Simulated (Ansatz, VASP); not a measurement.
## Mo in VASP and in Ansatz

```
Mo
1.0
    -1.50816    1.50816    1.63384
     1.50816   -1.50816    1.63384
     1.50816    1.50816   -1.63384
Mo
1
Direct
  0.00000 0.00000 0.00000
```

Change from the starting cell: strain -0.040 along x and y, +0.040 along z, atoms carried along.

Alike in both runs: task single point; functional PBEsol; k mesh 22 × 22 × 22; occupations gaussian, width 0.15 eV; no spin polarisation.

|  | VASP | Ansatz |
| --- | --- | --- |
| version | VASP 6.6.1 | Ansatz 0.2.0 |
| potentials or method | VASP PAW PBE potentials, release 64 (Mo_sv), cutoff 520 eV | scalar-relativistic, plane waves, PAW |
| valence electrons in the cell | 14 | 14 |

|  | VASP | Ansatz | Ansatz less VASP |
| --- | --- | --- | --- |
| gap on the k mesh at the Fermi level (eV) | none | none | - |
| pressure (GPa) | 10.6 | 10.0 | -0.64 |
| traceless stress, the component that is largest in VASP (GPa) | -16.41 | -16.43 | -0.013 |

VASP's potentials were made for PBE, not for PBEsol. A gap of «none» marks a metal or a gap that the smearing closes. The functional is the same, so the differences come from potentials, cutoffs and numerics.
